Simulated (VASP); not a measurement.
TaN: single point with PBE

Crystal: TaN.

```
CELL_PARAMETERS angstrom
2.91860 0.00000 0.00000
-1.45930 2.52758 0.00000
0.00000 0.00000 2.87203
ATOMIC_POSITIONS crystal
Ta 0.33333 0.66667 0.50000
N 0.00000 0.00000 0.00000
```

| Item | Value |
| --- | --- |
| Program | VASP 6.6.1 |
| Task | single point |
| Functional | PBE |
| Potentials or basis | VASP PAW PBE potentials, release 64 (Ta_pv, N) |
| Cutoff | 520 eV |
| k mesh | 24 × 24 × 20 |
| Occupations | gaussian, width 0.1 eV |
| Spin | no spin polarisation |
| Dipole correction | no |
| Further INCAR settings | ALGO = Normal; EDIFF = 1e-06; NBANDS = 15 |

```yaml
Pressure: 11.7 GPa
Band_gap_on_the_k_mesh: zero (bands 8 and 9 overlap by 0.52 eV)
```

Stress tensor (GPa, compression positive):
```
11.67  0.00  0.00
 0.00 11.67  0.00
 0.00  0.00 11.86
```

Levels at points of the mesh, in eV from the Fermi level:
| k point | band 4 | band 5 | band 6 | band 7 | band 8 | band 9 | band 10 | band 11 | band 12 | band 13 |
| --- | --- | --- | --- | --- | --- | --- | --- | --- | --- | --- |
| (0.00, 0.00, 0.00) | -17.90 | -4.61 | -4.61 | -4.28 | -2.96 | 2.37 | 3.66 | 3.66 | 4.11 | 4.11 |
| (0.50, 0.00, 0.00) | -15.54 | -8.37 | -5.29 | -3.54 | -3.19 | 3.08 | 4.16 | 5.31 | 5.46 | 7.60 |
| (0.00, 0.00, 0.50) | -15.17 | -9.45 | -3.78 | -3.78 | -0.08 | -0.08 | 2.42 | 3.41 | 3.41 | 8.38 |
| (0.50, 0.00, 0.50) | -15.89 | -7.41 | -6.25 | -5.75 | -0.33 | 4.29 | 5.51 | 6.18 | 7.26 | 10.44 |

It took 3.4 min on 1 thread of Intel Xeon 8259CL, with other jobs on the host, peak memory 0.33 GiB.

Caveat: the cell stands under pressure; spin-orbit coupling is left out, which moves the levels of the heavy elements.
